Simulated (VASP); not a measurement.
W, 1 atom in the cell. Symmetry: Fmmm, No. 69, orthorhombic system. The conventional cell has a = 3.195 Å, b = 4.179 Å, c = 4.857 Å, α = 90.00°, β = 90.00°, γ = 90.00°. Within 3.5 Å of W (site symmetry mmm) lie 14 W at 2.63 to 3.20 Å.  This cell differs from its parent crystal: strain -0.1500 x Voigt [0, 0, 0, 1, 0, 0].

* Program: VASP 6.6.1
* Task: single point
* Functional: PBEsol
* Potentials or basis: VASP PAW PBE potentials, release 64 (W_sv)
* Cutoff: 520 eV
* k mesh: 20 × 20 × 20
* Occupations: gaussian, width 0.15 eV
* Spin: no spin polarisation
* Dipole correction: no
* Further INCAR settings: ALGO = Fast; EDIFF = 1e-07; NBANDS = 13

Potentials or basis: VASP PAW PBE potentials, release 64 (W_sv).

The run is started by

```sh
$ cat potpaw_PBE.64/W_sv/POTCAR > POTCAR
$ mpirun -np 1 vasp_std > vasp.out
```

Hardware: 1 thread of Intel(R) Xeon(R) 6975P-C (Granite Rapids), with other jobs on the host.

Q: How long does it take, and how much memory?

A: Run time: 110 s on 1 thread of Intel(R) Xeon(R) 6975P-C (Granite Rapids) (shared host), peak memory 0.33 GiB. Counts: scf iterations 15, k points 1166.
